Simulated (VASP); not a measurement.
A run of VASP 6.6.1 is set up as follows.

File INCAR:

```
SYSTEM = MgC2
PREC     = Accurate       ! precision mode
ENCUT    = 600            ! plane-wave cutoff, eV
EDIFF    = 1E-6           ! SCF threshold, eV
ISMEAR   = 1              ! smearing method
SIGMA    = 0.01           ! smearing width, eV
LREAL    = .False.        ! projectors in reciprocal space
LASPH    = .True.         ! aspherical terms in the spheres
NELM     = 120            ! most SCF steps
ALGO     = Normal         ! electronic algorithm
ISIF     = 2              ! what is computed and relaxed
LWAVE    = .False.        ! write WAVECAR
LCHARG   = .True.         ! write CHGCAR
GGA      = PS             ! functional
LELF     = .True.         ! ELF
LVHAR    = .True.       
NBANDS   = 12             ! bands
GGA_COMPAT= .False.
```

File KPOINTS:

```
Automatic mesh
0
Gamma
  4 4 4
  0 0 0
```

Contents of POSCAR:

```
MgC2
1.0
    0.0000000000      2.4557560888      2.4557560888
    2.4557560888      0.0000000000      2.4557560888
    2.4557560888      2.4557560888      0.0000000000
Mg C
1 2
Direct
    0.0000000000      0.0000000000      0.0000000000
    0.2500000000      0.2500000000      0.2500000000
    0.7500000000      0.7500000000      0.7500000000
```

Potentials or basis: VASP PAW PBE potentials, release 64 (Mg, C).

The run is started by

```sh
$ cat potpaw_PBE.64/Mg/POTCAR potpaw_PBE.64/C/POTCAR > POTCAR
$ mpirun -np 1 vasp_std > vasp.out
```

What does it give for the pressure?

10.4 GPa.

Estimate the band gap on the k mesh.

zero (bands 5 and 6 overlap by 0.56 eV).

Caveat: the k points lie up to 0.55 Å⁻¹ apart, too coarse for converged energies and pressures of a metal; the PAW data sets were made with another functional, which shifts forces and pressure a little.
